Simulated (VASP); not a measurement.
# La8ZnGa7O24 (a cell with a defect) in VASP: single point with PBEsol

Aim: the single point of La8ZnGa7O24 (a cell with a defect) with PBEsol.

All numbers are computed with VASP 6.6.1; they aren't measurements. Logs are shortened: lines on timing, memory, paths and dates and some standing lists are left out, and cuts for length are marked.

## Step 1: The cell of the first run

The cell holds a defect, 40 atoms: a = 7.729 Å, b = 7.729 Å, c = 7.729 Å, α = 90.00°, β = 90.00°, γ = 90.00°.

## Step 2: Single point, PBEsol, collinear spin

File INCAR:

```
PREC = Accurate ; ENCUT = 520
EDIFF = 1E-6 ; ISMEAR = -1
SIGMA = 0.05 ; LREAL = Auto
LASPH = T ; NELM = 200
ALGO = Normal ; ISIF = 2
LWAVE = F ; LCHARG = T
ISPIN = 2 ; MAGMOM = 0 0 0 0 0 0 0 0.125 0.125 0 0 0 0 0 0 0 0.125 0.125 0 0 0 0 0 0 0.125 0 0 0 0.125 0 0 0 0.125 0 0.125 0 0 0 0 0
LORBIT = 11 ; LMAXMIX = 6
GGA = PS ; LELF = T
LVHAR = T ; ISYM = -1
NBANDS = 198 ; GGA_COMPAT = F
```

File KPOINTS:

```
explicit points
1
Reciprocal
  0.25000000   0.25000000   0.25000000 1
```

File POSCAR:

```
La8ZnGa7O24
1.0
    7.7293080000      0.0000000000      0.0000000000
    0.0000000000      7.7293080000      0.0000000000
    0.0000000000      0.0000000000      7.7293080000
La Zn Ga O
8 1 7 24
Direct
    0.0116190000      0.0027400000      0.9910720000
    0.0032160000      0.9934290000      0.4873970000
    0.9929250000      0.5097950000      0.0038410000
    0.9699940000      0.5096260000      0.5253330000
    0.5086600000      0.0093010000      0.9890920000
    0.5326570000      0.9878160000      0.5015270000
    0.4984500000      0.5118610000      0.9894690000
    0.2827640000      0.2771860000      0.2964500000
    0.5018010000      0.5904070000      0.5319310000
    0.2488830000      0.2514420000      0.7605680000
    0.2596170000      0.7474600000      0.2554310000
    0.2462800000      0.7480230000      0.7507740000
    0.7673710000      0.2526320000      0.2485910000
    0.7327710000      0.2551830000      0.7345860000
    0.7536860000      0.7437910000      0.2492470000
    0.7480650000      0.7558700000      0.7540200000
    0.2581690000      0.1982720000      0.9951670000
    0.1503310000      0.2712600000      0.5442570000
    0.2824590000      0.8043690000      0.0004990000
    0.2407600000      0.6723850000      0.5029750000
    0.7533720000      0.2917470000      0.9824300000
    0.7663640000      0.2086900000      0.4935560000
    0.7254720000      0.7174500000      0.9976690000
    0.7744390000      0.7830930000      0.5031590000
    0.0004300000      0.1980460000      0.2281950000
    0.9766550000      0.2902320000      0.7864740000
    0.0054090000      0.7940530000      0.2324300000
    0.9921950000      0.7167990000      0.7695120000
    0.5389270000      0.2754240000      0.1863090000
    0.4892910000      0.2067020000      0.7221700000
    0.5122490000      0.6818650000      0.2935050000
    0.4979370000      0.7815530000      0.7269760000
    0.2994500000      0.9800790000      0.3112780000
    0.2064860000      0.9896630000      0.7125500000
    0.2283090000      0.5232690000      0.1722270000
    0.2665500000      0.5008220000      0.8012710000
    0.7092890000      0.9895220000      0.2233480000
    0.7706300000      0.0024680000      0.7800850000
    0.8178840000      0.5000740000      0.2674710000
    0.6857620000      0.5039190000      0.6904270000
```

Potentials or basis: VASP PAW PBE potentials, release 64 (La, Zn, Ga_d, O).

Launch:

```
$ cat potpaw_PBE.64/La/POTCAR potpaw_PBE.64/Zn/POTCAR potpaw_PBE.64/Ga_d/POTCAR potpaw_PBE.64/O/POTCAR > POTCAR
$ mpirun -np 1 vasp_std > vasp.out
```

OUTCAR:

```text
PREC = Accurate
   ENCUT = 520
   EDIFF = 1E-6
   ISMEAR = -1
   LREAL = Auto
   LASPH = T
   NELM = 200
   ISIF = 2
   ISPIN = 2
   LORBIT = 11
   GGA = PS
   ISYM = -1

 ion  position               nearest neighbor table
   1  0.012  0.003  0.991-  25 2.38  17 2.43  27 2.47  38 2.48  19 2.60  34 2.63  26 2.74  28 2.80
                            10 3.20  12 3.26
   2  0.003  0.993  0.487-  34 2.34  24 2.41  18 2.47  22 2.47  27 2.50  25 2.55  33 2.67  13 3.28
                            11 3.28  15 3.29   8 3.41   6 3.64
   3  0.993  0.510  0.004-  35 2.24  26 2.39  28 2.42  39 2.45  21 2.51  23 2.62  36 2.63  27 2.82
                            15 3.21  13 3.25   8 3.66
   4  0.970  0.510  0.525-  18 2.31  39 2.32  20 2.45  28 2.48  40 2.54  24 2.60  26 2.64  22 2.82
                            16 3.11  14 3.14  15 3.26   8 3.49
   5  0.509  0.009  0.989-  19 2.36  37 2.39  17 2.43  30 2.57  29 2.57  38 2.59  32 2.69  23 2.81
                            14 3.24  16 3.25  10 3.26   8 3.60
   6  0.533  0.988  0.502-  33 2.33  32 2.38  30 2.43  24 2.45  22 2.49  37 2.55   9 3.09  16 3.13
                            14 3.15  15 3.21   8 3.35   2 3.64
   7  0.498  0.512  0.989-  36 2.31  23 2.37  29 2.40  35 2.52  21 2.60  31 2.69  40 2.73  19 2.81
                            12 3.25  16 3.25  10 3.30   8 3.42
   8  0.283  0.277  0.296-  29 2.16  35 2.17  18 2.17  33 2.30  25 2.33  17 2.41   6 3.35   2 3.41
                             7 3.42   4 3.49   5 3.60   3 3.66
   9  0.502  0.590  0.532-  31 1.98  40 1.99  32 2.11  20 2.13  16 2.86  12 2.87   6 3.09
  10  0.249  0.251  0.761-  18 1.84  17 1.86  30 1.91  36 1.96  34 2.08  26 2.13   1 3.20   5 3.26
                             7 3.30
  11  0.260  0.747  0.255-  35 1.86  33 1.87  20 2.00  27 2.01  19 2.03  31 2.04   2 3.28
  12  0.246  0.748  0.751-  34 1.92  36 1.96  32 1.97  28 1.98  19 2.00  20 2.00   9 2.87   7 3.25
                             1 3.26
  13  0.767  0.253  0.249-  29 1.84  25 1.86  22 1.92  39 1.96  21 2.08  37 2.09   3 3.25   2 3.28

  14  0.733  0.255  0.735-  22 1.92  30 1.92  21 1.94  26 1.95  40 1.99  38 2.01   4 3.14   6 3.15
                             5 3.24
  15  0.754  0.744  0.249-  37 1.94  39 1.95  31 1.96  23 1.97  27 1.99  24 1.99   6 3.21   3 3.21
                             4 3.26   2 3.29
  16  0.748  0.756  0.754-  23 1.91  28 1.91  38 1.92  32 1.95  24 1.96  40 2.07   9 2.86   4 3.11
                             6 3.13   5 3.25   7 3.25
  17  0.258  0.198  0.995-  10 1.86   8 2.41   5 2.43   1 2.43
  18  0.150  0.271  0.544-  10 1.84   8 2.17   4 2.31   2 2.47
  19  0.282  0.804  0.000-  12 2.00  11 2.03   5 2.36   1 2.60   7 2.81
  20  0.241  0.672  0.503-  12 2.00  11 2.00   9 2.13   4 2.45
  21  0.753  0.292  0.982-  14 1.94  13 2.08   3 2.51   7 2.60
  22  0.766  0.209  0.494-  14 1.92  13 1.92   2 2.47   6 2.49   4 2.82
  23  0.725  0.717  0.998-  16 1.91  15 1.97   7 2.37   3 2.62   5 2.81
  24  0.774  0.783  0.503-  16 1.96  15 1.99   2 2.41   6 2.45   4 2.60
  25  0.000  0.198  0.228-  13 1.86   8 2.33   1 2.38   2 2.55
[... 203 lines left out ...]

 k-point     1 :       0.2500    0.2500    0.2500
  band No.  band energies     occupation
      1     -23.2130      1.00000
      2     -23.1127      1.00000
      3     -23.0919      1.00000
      4     -23.0332      1.00000
      5     -22.9656      1.00000
      6     -22.9348      1.00000
[... 171 lines left out ...]
    178      11.7771      0.00000
    179      11.7817      0.00000
 Fermi energy:         7.5278922300

 spin component 2

 k-point     1 :       0.2500    0.2500    0.2500
  band No.  band energies     occupation
      1     -23.2124      1.00000
      2     -23.1128      1.00000
      3     -23.0929      1.00000
      4     -23.0341      1.00000
      5     -22.9666      1.00000
      6     -22.9353      1.00000
[... 171 lines left out ...]
    178      11.7786      0.00000
    179      11.7823      0.00000
 [bands above 179 left out]

------------------------ aborting loop because EDIFF is reached ----------------------------------------

  FORCE on cell =-STRESS in cart. coord.  units (eV):
  Direction    XX          YY          ZZ          XY          YZ          ZX
  --------------------------------------------------------------------------------------
  -------------------------------------------------------------------------------------
  Total       33.8114527     33.3152294     32.4266692     -0.9572042     -4.3839658     -7.0804730
  in kB      117.3147374    115.5930038    112.5099891     -3.3211871    -15.2109347    -24.5669371
  external PRESSURE =     115.1392434 kB  Pullay stress =       0.0000000 kB

 VOLUME and BASIS-vectors are now :
 -----------------------------------------------------------------------------
  energy-cutoff  :      520.00
  volume of cell :      461.77
      direct lattice vectors                 reciprocal lattice vectors
     7.729308000  0.000000000  0.000000000     0.129377688  0.000000000  0.000000000
     0.000000000  7.729308000  0.000000000     0.000000000  0.129377688  0.000000000
     0.000000000  0.000000000  7.729308000     0.000000000  0.000000000  0.129377688

 POSITION                                       TOTAL-FORCE (eV/Angst)
 -----------------------------------------------------------------------------------
      0.08981      0.02118      7.66030         0.003588      0.009606      0.002187
      0.02486      7.67852      3.76724         0.008263      0.020565      0.000857
      7.67462      3.94036      0.02969         0.021481     -0.008968     -0.004275
      7.49738      3.93906      4.06046         0.008142     -0.017072     -0.002538
      3.93159      0.07189      7.64500        -0.005763      0.010280      0.007415
      4.11707      7.63513      3.87646        -0.003564      0.015159     -0.000680
[... 32 lines left out ...]
      6.32168      3.86523      2.06737         0.018472      0.005225      0.010022
      5.30047      3.89495      5.33652         0.024083     -0.030092      0.019041
 -----------------------------------------------------------------------------------
    total drift:                                0.010160     -0.017982     -0.028146

  FREE ENERGIE OF THE ION-ELECTRON SYSTEM (eV)
  ---------------------------------------------------
  free  energy   TOTEN  =      -295.8721786429 eV

  energy  without entropy=     -295.8716150192  energy(sigma->0) =     -295.87189683

 total charge

# of ion       s       p       d       f       tot
--------------------------------------------------
    1        2.029   5.688   0.618   0.228   8.563
    2        2.033   5.694   0.659   0.242   8.629
    3        2.037   5.696   0.701   0.263   8.697
    4        2.037   5.694   0.675   0.262   8.668
    5        2.031   5.690   0.647   0.238   8.606
    6        2.039   5.685   0.702   0.261   8.687
[... 32 lines left out ...]
   39        1.556   3.504   0.000   0.000   5.061
   40        1.554   3.455   0.000   0.000   5.009
--------------------------------------------------
tot         58.996 135.189  87.713   2.154 284.052

 magnetization (x)

# of ion       s       p       d       f       tot
--------------------------------------------------
    1       -0.000  -0.000  -0.001  -0.001  -0.002
    2       -0.000  -0.000  -0.001  -0.000  -0.002
    3       -0.001   0.001  -0.003   0.001  -0.003
    4       -0.000   0.000  -0.003  -0.001  -0.004
    5       -0.000  -0.000  -0.002  -0.000  -0.002
    6       -0.000   0.000   0.000  -0.000   0.000
[... 32 lines left out ...]
   39       -0.000   0.001   0.000   0.000   0.000
   40       -0.000  -0.000   0.000   0.000  -0.001
--------------------------------------------------
tot          0.001   0.891   0.012   0.008   0.912
```

It took 8.6 min on 1 thread of Intel Xeon 6975P-C (Granite Rapids), shared host; peak memory 0.75 GiB.

What came out:

| Property | Result |
| --- | --- |
| Free energy | -295.8722 eV |
| Pressure | 11.5 GPa |
| Largest force | 0.055 eV/Å |
| Band gap on the k mesh | 0.73 eV |
| Net moment | 1.00 μB per cell |
| Site moments | La -0.00, +0.00, +0.05 (each value once); Zn -0.00; Ga +0.00, -0.00 (each value once); O +0.01, +0.14, -0.00, +0.00, +0.28 (each value once) μB |
| Valence electrons inside the program's atomic spheres | La 8.56, 8.63, 8.70, 8.67, 8.61, 8.69, 8.62, 9.12; Zn 10.75; Ga 11.84, 11.79, 11.76, 11.85, 11.82, 11.77 (each value once); O 5.04, 5.09, 5.03, 5.01, 4.98, 5.05, 5.06, 5.07, 5.11 (each value once) |

Forces in eV/Å, atoms in the order of the input:
```
La   0.004  0.010  0.002
La   0.008  0.021  0.001
La   0.021 -0.009 -0.004
La   0.008 -0.017 -0.003
La  -0.006  0.010  0.007
La  -0.004  0.015 -0.001
La  -0.011 -0.010  0.010
La  -0.010  0.002 -0.020
Zn  -0.024 -0.050 -0.001
Ga   0.016  0.009 -0.006
Ga  -0.006  0.006 -0.013
Ga  -0.003  0.000  0.010
Ga  -0.013  0.005  0.008
Ga  -0.013 -0.005 -0.011
Ga   0.011 -0.003 -0.009
Ga   0.008  0.011  0.016
O   -0.001 -0.008  0.040
O   -0.018 -0.004 -0.025
O    0.012  0.021 -0.003
O   -0.031 -0.020 -0.008
O   -0.001  0.018  0.003
O    0.004 -0.017  0.006
O   -0.007 -0.013  0.009
O    0.012  0.008 -0.010
O    0.033 -0.003 -0.008
O    0.008  0.022  0.008
O   -0.005  0.016 -0.006
O    0.003 -0.015 -0.001
O   -0.032 -0.003 -0.007
O    0.001 -0.023 -0.011
O    0.004 -0.001 -0.045
O    0.002  0.037  0.025
O    0.007  0.031  0.011
O   -0.014  0.000 -0.007
O   -0.005 -0.029 -0.009
O    0.000  0.012  0.014
O   -0.012 -0.001 -0.004
O    0.010  0.005  0.012
O    0.018  0.005  0.010
O    0.024 -0.030  0.019
```

Stress tensor (GPa, compression positive):
```
11.73 -0.33 -2.46
-0.33 11.56 -1.52
-2.46 -1.52 11.25
```

Levels at points of the mesh, in eV from the valence-band top:
Spin up:
```
           k point  band 165  band 166  band 167  band 168  band 169  band 170  band 171  band 172
(0.25, 0.25, 0.25)     -0.70     -0.66     -0.54      0.00      3.20      4.01      4.25      4.34
```
Spin down:
| k point | band 164 | band 165 | band 166 | band 167 | band 168 | band 169 | band 170 | band 171 |
| --- | --- | --- | --- | --- | --- | --- | --- | --- |
| (0.25, 0.25, 0.25) | -0.79 | -0.67 | -0.63 | -0.53 | 0.73 | 3.20 | 4.02 | 4.25 |

Caveat: the PAW data sets were made with another functional, which shifts forces and pressure a little; spin-orbit coupling is left out, which moves the levels of the heavy elements.
